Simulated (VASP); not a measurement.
# Te2Mo (P6_3/mmc) in VASP: single point with PBEsol+U

Aim: the single point of Te2Mo with PBEsol+U.

All numbers are computed with VASP 6.6.1; they aren't measurements. Logs are shortened: lines on timing, memory, paths and dates and some standing lists are left out, and cuts for length are marked.

## (1) The cell of the first run

The structure is hexagonal, space group P6_3/mmc (No. 194). Conventional cell: a = 3.518 Å, b = 3.518 Å, c = 13.974 Å, α = 90.00°, β = 90.00°, γ = 120.00°. Te (site symmetry 3m) has 3 Mo at 2.72 Å and 6 Te at 3.52 Å within 3.6 Å. Mo (site symmetry -6m2) has 6 Te at 2.72 Å and 6 Mo at 3.52 Å within 3.6 Å.

## (2) Single point, PBEsol+U, collinear spin, zero start

The input, INCAR:

```
ALGO     = Normal         # electronic algorithm
EDIFF    = 1E-7           # SCF threshold, eV
ENCUT    = 520            # plane-wave cutoff, eV
GGA      = PS             # functional
ISIF     = 2              # what is computed and relaxed
ISMEAR   = 0              # smearing method
ISPIN    = 2              # spin polarisation
LASPH    = T              # aspherical terms in the spheres
LCHARG   = T              # write CHGCAR
LDAU     = T              # DFT+U
LDAUJ    = 0 0          
LDAUL    = -1 2           # shell
LDAUPRINT= 1            
LDAUTYPE = 2            
LDAUU    = 0 4            # U, eV
LELF     = T              # ELF
LMAXMIX  = 4              # l up to which the mixer works
LORBIT   = 11             # projections on sites
LREAL    = F              # projectors in reciprocal space
LVHAR    = T            
LWAVE    = F              # write WAVECAR
MAGMOM   = 0 0 0 0 0 0    # initial moments
NBANDS   = 39             # bands
NELM     = 150            # most SCF steps
PREC     = Accurate       # precision mode
SIGMA    = 0.05           # smearing width, eV
```

The input, KPOINTS:

```
k-points
0
Gamma
  6 6 2
```

The input, POSCAR:

```
Te2Mo
1.0
    3.5181997400      0.0000000000      0.0000000000
   -1.7590998700      3.0468503500      0.0000000000
    0.0000000000      0.0000000000     13.9735999500
Te Mo
4 2
Direct
    0.3333333333      0.6666666667      0.6210000000
    0.6666666667      0.3333333333      0.1210000000
    0.3333333333      0.6666666667      0.8790000000
    0.6666666667      0.3333333333      0.3790000000
    0.3333333333      0.6666666667      0.2500000000
    0.6666666667      0.3333333333      0.7500000000
```

Potentials or basis: VASP PAW PBE potentials, release 64 (Te, Mo_sv).

Run with:

```bash
cat potpaw_PBE.64/Te/POTCAR potpaw_PBE.64/Mo_sv/POTCAR > POTCAR
mpirun -np 1 vasp_std > vasp.out
```

OUTCAR:

```text
EDIFF = 1E-7
   ENCUT = 520
   GGA = PS
   ISIF = 2
   ISMEAR = 0
   ISPIN = 2
   LASPH = T
   LORBIT = 11
   LREAL = F
   NELM = 150
   PREC = Accurate

 ion  position               nearest neighbor table
   1  0.333  0.667  0.621-   6 2.72   6 2.72   6 2.72   3 3.61
   2  0.667  0.333  0.121-   5 2.72   5 2.72   5 2.72   4 3.61
   3  0.333  0.667  0.879-   6 2.72   6 2.72   6 2.72   1 3.61
   4  0.667  0.333  0.379-   5 2.72   5 2.72   5 2.72   2 3.61
   5  0.333  0.667  0.250-   2 2.72   4 2.72   2 2.72   4 2.72   2 2.72   4 2.72
   6  0.667  0.333  0.750-   1 2.72   3 2.72   1 2.72   3 2.72   1 2.72   3 2.72

  LATTYP: Found a hexagonal cell.
 ALAT       =     3.5181997400
 C/A-ratio  =     3.9718040426

  Lattice vectors:

 A1 = (   3.5181997400,   0.0000000000,   0.0000000000)
 A2 = (  -1.7590998700,   3.0468503500,   0.0000000000)
 A3 = (   0.0000000000,   0.0000000000,  13.9735999500)

Analysis of symmetry for initial positions (statically):
=====================================================================
 Subroutine PRICEL returns:
 Original cell was already a primitive cell.

 Routine SETGRP: Setting up the symmetry group for a
 hexagonal supercell.

 Subroutine GETGRP returns: Found 24 space group operations
 (whereof 12 operations were pure point group operations)
 out of a pool of 24 trial point group operations.

The static configuration has the point symmetry D_3d.
 The point group associated with its full space group is D_6h.

Analysis of symmetry for dynamics (positions and initial velocities):
=====================================================================
 Subroutine PRICEL returns:
 Original cell was already a primitive cell.

 Routine SETGRP: Setting up the symmetry group for a
 hexagonal supercell.

 Subroutine GETGRP returns: Found 24 space group operations
 (whereof 12 operations were pure point group operations)
 out of a pool of 24 trial point group operations.

The dynamic configuration has the point symmetry D_3d.
 The point group associated with its full space group is D_6h.

Analysis of structural, dynamic, and magnetic symmetry:
=====================================================================
 Subroutine PRICEL returns:
 Original cell was already a primitive cell.

 Routine SETGRP: Setting up the symmetry group for a
 hexagonal supercell.

 Subroutine GETGRP returns: Found 24 space group operations
 (whereof 12 operations were pure point group operations)
 out of a pool of 24 trial point group operations.

The overall configuration has the point symmetry D_3d.
 The point group associated with its full space group is D_6h.

 Subroutine INISYM returns: Found 24 space group operations
 (whereof 12 operations are pure point group operations),
 and found     1 'primitive' translations

----------------------------------------------------------------------------------------

                                     Primitive cell

  volume of cell :     149.7890

  direct lattice vectors                    reciprocal lattice vectors
     3.518199740  0.000000000  0.000000000     0.284236278  0.164103892  0.000000000
    -1.759099870  3.046850350  0.000000000     0.000000000  0.328207783  0.000000000
     0.000000000  0.000000000 13.973599950     0.000000000  0.000000000  0.071563520

  length of vectors
     3.518199740  3.518199740 13.973599950     0.328207783  0.328207783  0.071563520

  position of ions in fractional coordinates (direct lattice)
     0.333333333  0.666666667  0.621000000
     0.666666667  0.333333333  0.121000000
     0.333333333  0.666666667  0.879000000
[... 125 lines left out ...]
 -0.0000  0.4045  0.0000  0.0000 -0.0000
  0.0000  0.0000  0.3859  0.0000 -0.0000
 -0.0000  0.0000  0.0000  0.4045  0.0000
 -0.0000 -0.0000 -0.0000  0.0000  0.3903

spin component  2

  0.3903  0.0000  0.0000 -0.0000 -0.0000
  0.0000  0.4045 -0.0000  0.0000  0.0000
  0.0000 -0.0000  0.3859 -0.0000 -0.0000
 -0.0000  0.0000 -0.0000  0.4045 -0.0000
 -0.0000  0.0000 -0.0000 -0.0000  0.3903

 occupancies and eigenvectors

  o =  0.3859  v =  0.0000  0.0000  1.0000 -0.0000  0.0000  0.0000  0.0000  0.0000  0.0000  0.0000      0.0000  0.0000  0.0000  0.0000  0.0000  0.0000  0.0000  0.0000  0.0000  0.0000
  o =  0.3859  v =  0.0000  0.0000  0.0000  0.0000  0.0000  0.0000 -0.0000 -1.0000 -0.0000 -0.0000      0.0000  0.0000  0.0000  0.0000  0.0000  0.0000  0.0000  0.0000  0.0000  0.0000
  o =  0.3903  v =  0.0000  0.0000  0.0000  0.0000  0.0000  0.0000 -0.0000  0.0000 -0.0000 -1.0000      0.0000  0.0000  0.0000  0.0000  0.0000  0.0000  0.0000  0.0000  0.0000  0.0000
  o =  0.3903  v =  0.0000  0.0000  0.0000  0.0000  0.0000  1.0000  0.0000  0.0000  0.0000  0.0000      0.0000  0.0000  0.0000  0.0000  0.0000  0.0000  0.0000  0.0000  0.0000  0.0000
  o =  0.3903  v =  0.0000  0.0000  0.0000  0.0000 -1.0000  0.0000  0.0000  0.0000  0.0000  0.0000      0.0000  0.0000  0.0000  0.0000  0.0000  0.0000  0.0000  0.0000  0.0000  0.0000
  o =  0.3903  v =  1.0000  0.0000  0.0000  0.0000  0.0000  0.0000  0.0000  0.0000  0.0000  0.0000      0.0000  0.0000  0.0000  0.0000  0.0000  0.0000  0.0000  0.0000  0.0000  0.0000
  o =  0.4045  v =  0.0000  0.0000  0.0000  0.0000  0.0000  0.0000 -1.0000  0.0000 -0.0000  0.0000      0.0000  0.0000  0.0000  0.0000  0.0000  0.0000  0.0000  0.0000  0.0000  0.0000
  o =  0.4045  v =  0.0000  0.0000  0.0000  0.0000  0.0000  0.0000 -0.0000 -0.0000  1.0000  0.0000      0.0000  0.0000  0.0000  0.0000  0.0000  0.0000  0.0000  0.0000  0.0000  0.0000
  o =  0.4045  v =  0.0000  1.0000 -0.0000  0.0000  0.0000  0.0000  0.0000  0.0000  0.0000  0.0000      0.0000  0.0000  0.0000  0.0000  0.0000  0.0000  0.0000  0.0000  0.0000  0.0000
  o =  0.4045  v =  0.0000 -0.0000 -0.0000  1.0000 -0.0000  0.0000  0.0000  0.0000  0.0000  0.0000      0.0000  0.0000  0.0000  0.0000  0.0000  0.0000  0.0000  0.0000  0.0000  0.0000

atom =   6  type =  2  l = 2

 onsite density matrix

spin component  1

  0.3903 -0.0000  0.0000  0.0000 -0.0000
 -0.0000  0.4045  0.0000  0.0000 -0.0000
  0.0000  0.0000  0.3859  0.0000 -0.0000
  0.0000  0.0000  0.0000  0.4045  0.0000
 -0.0000 -0.0000 -0.0000  0.0000  0.3903

spin component  2

  0.3903  0.0000  0.0000 -0.0000 -0.0000
  0.0000  0.4045 -0.0000  0.0000  0.0000
  0.0000 -0.0000  0.3859 -0.0000 -0.0000
 -0.0000  0.0000 -0.0000  0.4045 -0.0000
 -0.0000  0.0000 -0.0000 -0.0000  0.3903

 occupancies and eigenvectors

  o =  0.3859  v =  0.0000  0.0000  1.0000 -0.0000  0.0000  0.0000  0.0000  0.0000  0.0000  0.0000      0.0000  0.0000  0.0000  0.0000  0.0000  0.0000  0.0000  0.0000  0.0000  0.0000
  o =  0.3859  v =  0.0000  0.0000  0.0000  0.0000  0.0000  0.0000  0.0000 -1.0000 -0.0000 -0.0000      0.0000  0.0000  0.0000  0.0000  0.0000  0.0000  0.0000  0.0000  0.0000  0.0000
  o =  0.3903  v =  0.0000  0.0000  0.0000  0.0000  0.0000  0.0000 -0.0000  0.0000 -0.0000 -1.0000      0.0000  0.0000  0.0000  0.0000  0.0000  0.0000  0.0000  0.0000  0.0000  0.0000
  o =  0.3903  v =  0.0000  0.0000  0.0000  0.0000  0.0000  1.0000  0.0000  0.0000  0.0000  0.0000      0.0000  0.0000  0.0000  0.0000  0.0000  0.0000  0.0000  0.0000  0.0000  0.0000
  o =  0.3903  v =  0.0000  0.0000  0.0000  0.0000 -1.0000  0.0000  0.0000  0.0000  0.0000  0.0000      0.0000  0.0000  0.0000  0.0000  0.0000  0.0000  0.0000  0.0000  0.0000  0.0000
  o =  0.3903  v =  1.0000  0.0000  0.0000  0.0000  0.0000  0.0000  0.0000  0.0000  0.0000  0.0000      0.0000  0.0000  0.0000  0.0000  0.0000  0.0000  0.0000  0.0000  0.0000  0.0000
  o =  0.4045  v =  0.0000  0.0000  0.0000  0.0000  0.0000  0.0000 -1.0000 -0.0000 -0.0000  0.0000      0.0000  0.0000  0.0000  0.0000  0.0000  0.0000  0.0000  0.0000  0.0000  0.0000
  o =  0.4045  v =  0.0000  0.0000  0.0000  0.0000  0.0000  0.0000 -0.0000  0.0000  1.0000 -0.0000      0.0000  0.0000  0.0000  0.0000  0.0000  0.0000  0.0000  0.0000  0.0000  0.0000
  o =  0.4045  v =  0.0000 -1.0000  0.0000 -0.0000 -0.0000  0.0000  0.0000  0.0000  0.0000  0.0000      0.0000  0.0000  0.0000  0.0000  0.0000  0.0000  0.0000  0.0000  0.0000  0.0000
  o =  0.4045  v =  0.0000  0.0000 -0.0000 -1.0000 -0.0000  0.0000  0.0000  0.0000  0.0000  0.0000      0.0000  0.0000  0.0000  0.0000  0.0000  0.0000  0.0000  0.0000  0.0000  0.0000

 number of electron      51.9999997 magnetization       0.0000000

 Free energy of the ion-electron system (eV)
  ---------------------------------------------------
  ext. energy  EPLUGINS =         0.00000000
  ---------------------------------------------------
  free energy    TOTEN  =       -29.79087990 eV

  energy without entropy =      -29.79087990  energy(sigma->0) =      -29.79087990

 E-fermi :   8.5497     XC(G=0): -10.5854

 val. band max:        8.1379005211   @ k =   0.0000   0.0000   0.0000
 cond. band min:       8.9126663181   @ k =   0.1667   0.1667   0.0000
 fundamental gap:      0.7747657971
 Fermi energy:         8.5497369799

 spin component 1

 k-point     1 :       0.0000    0.0000    0.0000
  band No.  band energies     occupation
      1     -53.0572      1.00000
      2     -53.0572      1.00000
      3     -27.2337      1.00000
      4     -27.2337      1.00000
      5     -27.1104      1.00000
      6     -27.1104      1.00000
[... 563 lines left out ...]
     37      13.7616      0.00000
     38      13.7616      0.00000
 Fermi energy:         8.5497369799

 spin component 2

 k-point     1 :       0.0000    0.0000    0.0000
  band No.  band energies     occupation
      1     -53.0572      1.00000
      2     -53.0572      1.00000
      3     -27.2337      1.00000
      4     -27.2337      1.00000
      5     -27.1104      1.00000
      6     -27.1104      1.00000
[... 563 lines left out ...]
     37      13.7616      0.00000
     38      13.7616      0.00000
 [bands above 38 left out]

------------------------ aborting loop because EDIFF is reached ----------------------------------------

  FORCE on cell =-STRESS in cart. coord.  units (eV):
  Direction    XX          YY          ZZ          XY          YZ          ZX
  --------------------------------------------------------------------------------------
  -------------------------------------------------------------------------------------
  Total       -0.0209589     -0.0209589      1.0848769      0.0000000     -0.0000000     -0.0000000
  in kB       -0.2241817     -0.2241817     11.6040909      0.0000000     -0.0000000     -0.0000000
  external PRESSURE =       3.7185758 kB  Pullay stress =       0.0000000 kB

 VOLUME and BASIS-vectors are now :
 -----------------------------------------------------------------------------
  energy-cutoff  :      520.00
  volume of cell :      149.79
      direct lattice vectors                 reciprocal lattice vectors
     3.518199740  0.000000000  0.000000000     0.284236278  0.164103892  0.000000000
    -1.759099870  3.046850350  0.000000000     0.000000000  0.328207783  0.000000000
     0.000000000  0.000000000 13.973599950     0.000000000  0.000000000  0.071563520

 POSITION                                       TOTAL-FORCE (eV/Angst)
 -----------------------------------------------------------------------------------
     -0.00000      2.03123      8.67761        -0.000000      0.000000     -0.152461
      1.75910      1.01562      1.69081         0.000000      0.000000     -0.152461
     -0.00000      2.03123     12.28279        -0.000000     -0.000000      0.152461
      1.75910      1.01562      5.29599         0.000000     -0.000000      0.152461
     -0.00000      2.03123      3.49340        -0.000000     -0.000000      0.000000
      1.75910      1.01562     10.48020         0.000000      0.000000      0.000000
 -----------------------------------------------------------------------------------
    total drift:                               -0.000000      0.000000     -0.000000

  FREE ENERGIE OF THE ION-ELECTRON SYSTEM (eV)
  ---------------------------------------------------
  free  energy   TOTEN  =       -29.7908798990 eV

  energy  without entropy=      -29.7908798990  energy(sigma->0) =      -29.79087990

 total charge

# of ion       s       p       d       tot
------------------------------------------
    1        1.386   1.978   0.066   3.430
    2        1.386   1.978   0.066   3.430
    3        1.386   1.978   0.066   3.430
    4        1.386   1.978   0.066   3.430
    5        2.265   6.153   3.902  12.320
    6        2.265   6.153   3.902  12.320
--------------------------------------------------
tot         10.075  20.219   8.066  38.360

 magnetization (x)

# of ion       s       p       d       tot
------------------------------------------
    1       -0.000  -0.000  -0.000  -0.000
    2       -0.000  -0.000  -0.000  -0.000
    3       -0.000  -0.000  -0.000  -0.000
    4       -0.000  -0.000  -0.000  -0.000
    5        0.000   0.000   0.000   0.000
    6        0.000   0.000   0.000   0.000
--------------------------------------------------
tot         -0.000  -0.000   0.000  -0.000
```

It took 7.5 min on 1 thread of AMD EPYC 7R13, shared host; peak memory 0.37 GiB.

What came out:

* Free energy: -29.7909 eV
* Pressure: 0.4 GPa
* Largest force: 0.152 eV/Å
* Band gap on the k mesh: 0.77 eV, indirect (least direct gap 1.04 eV)
* Net moment: 0.00 μB per cell
* Valence electrons inside the program's atomic spheres: Te 3.43; Mo 12.32

Forces on the atoms (eV/Å):
```
Te   0.000  0.000 -0.152
Te   0.000  0.000 -0.152
Te   0.000  0.000  0.152
Te   0.000  0.000  0.152
Mo   0.000  0.000  0.000
Mo   0.000  0.000  0.000
```

Stress tensor (GPa, compression positive):
```
-0.02  0.00  0.00
 0.00 -0.02  0.00
 0.00  0.00  1.16
```

Levels at points of the mesh, in eV from the valence-band top:
Spin up:
```tsv
k point	band 24	band 25	band 26	band 27	band 28	band 29
(0.00, 0.00, 0.00)	-1.06	-0.41	0.00	2.84	2.84	2.97
(0.50, 0.00, 0.00)	-1.02	-0.70	-0.41	1.27	1.32	1.46
(0.00, 0.00, 0.50)	-1.08	-0.10	-0.10	2.88	2.88	2.88
(0.50, 0.00, 0.50)	-1.05	-0.55	-0.55	1.29	1.29	1.64
```
Spin down:
```tsv
k point	band 24	band 25	band 26	band 27	band 28	band 29
(0.00, 0.00, 0.00)	-1.06	-0.41	0.00	2.84	2.84	2.97
(0.50, 0.00, 0.00)	-1.02	-0.70	-0.41	1.27	1.32	1.46
(0.00, 0.00, 0.50)	-1.08	-0.10	-0.10	2.88	2.88	2.88
(0.50, 0.00, 0.50)	-1.05	-0.55	-0.55	1.29	1.29	1.64
```

Eigenvalues of the final occupation matrices:
| site | spin | trace | eigenvalues |
| --- | --- | --- | --- |
| site 5 d | 1 | 1.98 | 0.39 0.39 0.39 0.40 0.40 |
| site 5 d | 2 | 1.98 | 0.39 0.39 0.39 0.40 0.40 |
| site 6 d | 1 | 1.98 | 0.39 0.39 0.39 0.40 0.40 |
| site 6 d | 2 | 1.98 | 0.39 0.39 0.39 0.40 0.40 |

Caveat: the PAW data sets were made with another functional, which shifts forces and pressure a little; spin-orbit coupling is left out, which moves the levels of the heavy elements; this functional lacks dispersion, which binds the layers, so the pressure and a relaxed spacing across them are unreliable; the U is typed as a test and isn't derived for this compound. A k mesh can miss the band edges.
